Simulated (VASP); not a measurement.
Wanted: the native input for a VASP 6.6.1 run.

| Item | Value |
| --- | --- |
| Task | single point |
| Functional | r2SCAN |
| Dispersion | rVV10 |
| Potentials or basis | VASP PAW PBE potentials, release 64 (Ti_sv, Te) |
| Cutoff | 550 eV |
| k mesh | 15 × 15 × 8 |
| Occupations | gaussian, width 0.1 eV |
| Spin | no spin polarisation |
| Dipole correction | no |
| Further INCAR settings | ALGO = Normal; EDIFF = 1e-06; NBANDS = 19 |

Crystal: TiTe2.

```
Ti Te
1.0
     3.73054    0.00000    0.00000
    -1.86527    3.23075    0.00000
     0.00000    0.00000    6.38682
Ti Te
1 2
Direct
  0.00000 0.00000 0.00000
  0.66667 0.33333 0.26609
  0.33333 0.66667 0.73391
```

The input as run:

POSCAR

```
TiTe2
1.0
    3.7305442902      0.0000000000      0.0000000000
   -1.8652721451      3.2307461253      0.0000000000
    0.0000000000      0.0000000000      6.3868222587
Ti Te
1 2
Direct
    0.0000000000      0.0000000000      0.0000000000
    0.6666666667      0.3333333333      0.2660868052
    0.3333333333      0.6666666667      0.7339131948
```

INCAR.step1

```
SYSTEM = TiTe2
PREC     = Accurate       ! precision mode
ENCUT    = 550            ! plane-wave cutoff, eV
ISMEAR   = 0              ! smearing method
SIGMA    = 0.1            ! smearing width, eV
LREAL    = .False.        ! projectors in reciprocal space
LASPH    = .True.         ! aspherical terms in the spheres
NELM     = 120            ! most SCF steps
NBANDS   = 19             ! bands
GGA      = PE             ! functional
ALGO     = Normal         ! electronic algorithm
EDIFF    = 1E-5           ! SCF threshold, eV
LWAVE    = .True.         ! write WAVECAR
LCHARG   = .False.        ! write CHGCAR
GGA_COMPAT= .False.
```

INCAR.step2

```
SYSTEM = TiTe2
PREC     = Accurate       ! precision mode
ENCUT    = 550            ! plane-wave cutoff, eV
EDIFF    = 1E-6           ! SCF threshold, eV
ISMEAR   = 0              ! smearing method
SIGMA    = 0.1            ! smearing width, eV
LREAL    = .False.        ! projectors in reciprocal space
LASPH    = .True.         ! aspherical terms in the spheres
NELM     = 120            ! most SCF steps
ALGO     = Normal         ! electronic algorithm
ISIF     = 2              ! what is computed and relaxed
LWAVE    = .False.        ! write WAVECAR
LCHARG   = .False.        ! write CHGCAR
METAGGA  = R2SCAN         ! meta-GGA
LMIXTAU  = .True.       
LUSE_VDW = .True.       
IVDW_NL  = 2            
BPARAM   = 11.95        
CPARAM   = 0.0093       
NBANDS   = 19             ! bands
ISTART   = 1            
GGA_COMPAT= .False.
```

KPOINTS

```
Automatic mesh
0
Gamma
  15 15 8
  0 0 0
```

Potentials or basis: VASP PAW PBE potentials, release 64 (Ti_sv, Te).

Launch:

```bash
$ cat potpaw_PBE.64/Ti_sv/POTCAR potpaw_PBE.64/Te/POTCAR > POTCAR
$ cp INCAR.step1 INCAR
$ mpirun -np 1 vasp_std > vasp.out
$ cp INCAR.step2 INCAR
$ mpirun -np 1 vasp_std > vasp.out
```

Results of the run:

The pressure is 2.7 GPa, the largest force is 0.030 eV/Å and the band gap on the k mesh is zero (bands 12 and 13 overlap by 0.69 eV).

Caveat: the PAW data sets were made with another functional, which shifts forces and pressure a little; spin-orbit coupling is left out, which moves the levels of the heavy elements.

Wall time 26 min on 1 thread of Oxide Virtual Turin-like Processor, with other jobs on the host, peak memory 0.56 GiB.
